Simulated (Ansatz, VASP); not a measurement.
## NaF in VASP and in Ansatz

```xyz
2
Lattice="2.8035 0.0000 0.0000 0.0000 2.8035 0.0000 0.0000 0.0000 2.7925" Properties=species:S:1:pos:R:3 pbc="T T T"
Na    0.0000    0.0000    0.0000
F     1.4018    1.4018    1.3963
```

Change from the starting cell: epitaxial_xy strain +0.4%.

Alike in both runs: task single point; functional r2SCAN; k mesh 10 × 10 × 10; no spin polarisation.

|  | VASP | Ansatz |
| --- | --- | --- |
| version | VASP 6.6.1 | Ansatz 0.2.0 |
| potentials or method | VASP PAW PBE potentials, release 64 (Na_pv, F) | plane waves, PAW |
| plane-wave cutoff (eV) | 520 | 500 |
| occupations | gaussian, width 0.01 eV | fixed |
| valence electrons in the cell | 14 | 16 |

VASP gave:

| Item | Value |
| --- | --- |
| gap on the k mesh at the Fermi level (eV) | 7.05 |
| pressure (GPa) | -1.2 |
| traceless stress, the component that is largest in VASP (GPa) | 0.45 |

Task: What did Ansatz give for the same quantities?

Result: gap on the k mesh at the Fermi level (eV): 7.00; pressure (GPa): -0.4; traceless stress, the component that is largest in VASP (GPa): 0.45.

VASP's potentials were made for PBE, not for r2SCAN. VASP's potentials hold 14 valence electrons a cell and Ansatz's 16, so a difference there can come from the potentials and not from the codes.
